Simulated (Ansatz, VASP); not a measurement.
**Au: VASP beside Ansatz**

INCAR

```
SYSTEM = Au
ALGO = Fast
EDIFF = 1E-7
ENCUT = 520
GGA = PS
ISIF = 2
ISMEAR = 0
LASPH = .True.
LCHARG = .True.
LELF = .True.
LREAL = .False.
LVHAR = .True.
LWAVE = .False.
NBANDS = 18
NELM = 100
PREC = Accurate
SIGMA = 0.15
```

File KPOINTS:

```
k-points
0
Gamma
  18 18 10
  0 0 0
```

File POSCAR:

```
Au
1.0
    2.8999984104      0.0000000000      0.0000000000
   -1.4499992052      2.5114722944      0.0000000000
    0.0000000000      0.0000000000      4.9532000000
Au
2
Direct
    0.3333333333      0.6666666667      0.7500000000
    0.6666666667      0.3333333333      0.2500000000
```

Input for Ansatz:

```yaml
crystal:
  lattice:
    - [2.8999984104, 0.0, 0.0]
    - [-1.4499992052, 2.5114722944, 0.0]
    - [0.0, 0.0, 4.9532]
  atoms:
    - { symbol: Au, position: [0.3333333333, 0.6666666667, 0.75] }
    - { symbol: Au, position: [0.6666666667, 0.3333333333, 0.25] }
basis:
  ecutwfc: 420
kpoints:
  mp_grid: { grid: [18, 18, 10] }
hamiltonian:
  xc: pbesol
scf:
  occupations: { method: gaussian, width: 0.15 }
output:
  forces: true
  stress: true
  eigenvalues: true
```

Change from the starting cell: strain +0.000 along x and y, +0.015 along z, atoms carried along.

Alike in both runs: task single point; functional PBEsol; k mesh 18 × 18 × 10; occupations gaussian, width 0.15 eV; no spin polarisation.

|  | VASP | Ansatz |
| --- | --- | --- |
| version | VASP 6.6.1 | Ansatz 0.2.0 |
| potentials or method | VASP PAW PBE potentials, release 64 (Au), cutoff 520 eV | scalar-relativistic, plane waves, PAW |
| valence electrons in the cell | 22 | 38 |

Ansatz gave:

- gap on the k mesh at the Fermi level (eV): none
- pressure (GPa): -8.2
- traceless stress, the component that is largest in VASP (GPa): -0.26

Q: Which values does VASP return?

A: gap on the k mesh at the Fermi level (eV): none; pressure (GPa): -8.4; traceless stress, the component that is largest in VASP (GPa): -0.28.

VASP's potentials were made for PBE, not for PBEsol. A gap of «none» marks a metal or a gap that the smearing closes. VASP's potentials hold 22 valence electrons a cell and Ansatz's 38, so a difference there can come from the potentials and not from the codes.

Neither program's run includes spin-orbit coupling.
